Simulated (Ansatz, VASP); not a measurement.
Al3Cu: VASP beside Ansatz

Contents of INCAR:

```
PREC = Accurate ; ENCUT = 520
EDIFF = 1E-6 ; ISMEAR = 0
SIGMA = 0.15 ; LREAL = F
LASPH = T ; NELM = 60
ALGO = Fast ; ISIF = 2
LWAVE = F ; LCHARG = F
NBANDS = 18
```

The input KPOINTS:

```
regular mesh
0
Gamma
  12 12 12
```

Contents of POSCAR:

```
Al3Cu
1.0
    4.1183805805      0.0000000000      0.0000000000
    0.0000000000      4.1183805805      0.0000000000
    0.0000000000      0.0000000000      3.6476496802
Al Cu
3 1
Direct
    0.0000000000      0.5000000000      0.5000000000
    0.5000000000      0.0000000000      0.5000000000
    0.5000000000      0.5000000000      0.0000000000
    0.0000000000      0.0000000000      0.0000000000
```

Input for Ansatz:

```yaml
crystal:
  lattice:
    - [4.1183805805, 0.0, 0.0]
    - [0.0, 4.1183805805, 0.0]
    - [0.0, 0.0, 3.6476496802]
  atoms:
    - { symbol: Al, position: [0.0, 0.5, 0.5] }
    - { symbol: Al, position: [0.5, 0.0, 0.5] }
    - { symbol: Al, position: [0.5, 0.5, 0.0] }
    - { symbol: Cu, position: [0.0, 0.0, 0.0] }
basis:
  ecutwfc: 520.0
kpoints:
  mp_grid: { grid: [12, 12, 12] }
hamiltonian:
  xc: lda
  pseudopotentials: { kind: paw, azcp: { folder: soft_1 } }
scf:
  occupations: { method: gaussian, width: 0.15 }
output:
  forces: true
  stress: true
  eigenvalues: true
```

Alike in both runs: task single point; functional LDA; k mesh 12 × 12 × 12; occupations gaussian, width 0.15 eV; no spin polarisation.

|  | VASP | Ansatz |
| --- | --- | --- |
| version | VASP 6.6.1 | Ansatz 0.2.0 |
| potentials or method | VASP PAW LDA potentials, release 64 (Al, Cu), cutoff 520 eV | scalar-relativistic, plane waves, PAW |
| valence electrons in the cell | 20 | 28 |

```tsv
	VASP	Ansatz	Ansatz less VASP
gap on the k mesh at the Fermi level (eV)	none	none	-
pressure (GPa)	-5.9	-6.3	-0.41
traceless stress, the component that is largest in VASP (GPa)	5.76	5.74	-0.018
```

Ansatz warns that its potentials were made for another functional, while VASP's fit it. LDA's correlation is that of Perdew and Zunger in VASP and of Perdew and Wang (1992) in Ansatz. A gap of «none» marks a metal or a gap that the smearing closes. VASP's potentials hold 20 valence electrons a cell and Ansatz's 28, so a difference there can come from the potentials and not from the codes.
